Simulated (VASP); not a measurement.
Input of a VASP 6.6.1 run:

Contents of INCAR:

```
PREC = Accurate
ENCUT = 520
EDIFF = 1E-6
ISMEAR = -1
SIGMA = 0.02
LREAL = Auto
LASPH = T
NELM = 60
ALGO = Normal
ISIF = 2
LWAVE = F
LCHARG = F
GGA = PE
NBANDS = 72
```

The input KPOINTS:

```
regular mesh
0
Gamma
  1 1 1
```

The input POSCAR:

```
H3C2N
1.0
    8.0517480000      0.0000000000      0.0000000000
    0.0000000000      8.0517480000      0.0000000000
    0.0000000000      0.0000000000      8.0517480000
C N H
12 6 18
Direct
    0.2072220839      0.5256746734      0.7516256097
    0.3570280640      0.4238582728      0.7413048695
    0.1866799607      0.8032914095      0.3572516179
    0.1603626939      0.9193283247      0.4886640764
    0.7522962716      0.2537088841      0.4233490666
    0.9113921598      0.3282641235      0.3987457134
    0.7989942060      1.0018073094      0.7892820292
    0.8890616050      0.9022761269      0.9101750328
    0.1528860565      0.1730555899      0.0648430626
    0.2985562886      0.2403080673      0.1477815749
    0.6726986488      0.5466142259      0.0284410292
    0.6796039816      0.6595834842      0.1773527935
    0.4630671501      0.3298786798      0.7384731862
    0.1319589237      1.0154813588      0.5920701940
    1.0340735950      0.3980750515      0.3804267098
    0.9777504214      0.8198964995      0.9902694421
    0.4293726033      0.2669855043      0.2046760530
    0.6592481533      0.7379391407      0.2930046991
    0.2362344177      0.6529886430      0.7178317056
    0.1080510716      0.4706307252      0.6630734096
    0.1625485547      0.5234639733      0.8841185790
    0.1099512801      0.8313350095      0.2443817169
    0.3164902826      0.8044340186      0.3199926277
    0.1478933519      0.6765611641      0.3917782822
    0.6903718298      0.2917751524      0.5424287993
    0.6594220286      0.2924954929      0.3295806078
    0.7573262352      0.1203216991      0.4102090627
    0.6707115026      0.9575684684      0.7751360326
    0.7914182113      1.1339649477      0.8244172570
    0.8510077563      0.9918343197      0.6695564739
    0.1971497369      0.1346788300     -0.0576272382
    0.1164591838      0.0598627776      0.1428385488
    0.0541000538      0.2770578513      0.0797839177
    0.7820165261      0.5772411158     -0.0455553254
    0.6376503587      0.4167418056      0.0610550653
    0.5604745702      0.5764710967     -0.0471450423
```

Potentials or basis: VASP PAW PBE potentials, release 64 (C, N, H).

Launch:

```sh
$ cat potpaw_PBE.64/C/POTCAR potpaw_PBE.64/N/POTCAR potpaw_PBE.64/H/POTCAR > POTCAR
$ mpirun -np 1 vasp_gam > vasp.out
```

**Question.** Estimate the pressure.

**Answer.** 0.8 GPa.

**Question.** What does it give for the largest force?

**Answer.** 5.112 eV/Å.

Stress tensor (GPa, compression positive):
```
 1.13 -0.20 -0.78
-0.20  0.63  0.23
-0.78  0.23  0.74
```

Caveat: the k points lie up to 0.78 Å⁻¹ apart; the atoms stand as in a frame of molecular dynamics.
